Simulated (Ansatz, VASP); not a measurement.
C in VASP and in Ansatz

```
CELL_PARAMETERS angstrom
0.00000 1.72763 1.90040
1.72763 0.00000 1.90040
1.72763 1.72763 0.00000
ATOMIC_POSITIONS crystal
C 0.50000 0.50000 0.50000
C 0.75000 0.75000 0.75000
```

Alike in both runs: task single point; functional r2SCAN; k mesh 12 × 12 × 12; occupations gaussian, width 0.05 eV; no spin polarisation.

|  | VASP | Ansatz |
| --- | --- | --- |
| version | VASP 6.6.1 | Ansatz 0.2.0 |
| potentials or method | VASP PAW PBE potentials, release 64 (C), cutoff 520 eV | scalar-relativistic, plane waves, PAW |
| valence electrons in the cell | 8 | 8 |

VASP gave:

| Item | Value |
| --- | --- |
| gap on the k mesh at the Fermi level (eV) | 3.09 |
| least direct gap on the mesh (eV) | 4.94 |
| pressure (GPa) | -0.9 |
| traceless stress, the component that is largest in VASP (GPa) | -68.50 |

**Question.** Which values does Ansatz return?

**Answer.** gap on the k mesh at the Fermi level (eV): 3.12; least direct gap on the mesh (eV): 4.99; pressure (GPa): -2.0; traceless stress, the component that is largest in VASP (GPa): -68.62.

VASP's potentials were made for PBE, not for r2SCAN. The functional is the same, so the differences come from potentials, cutoffs and numerics.
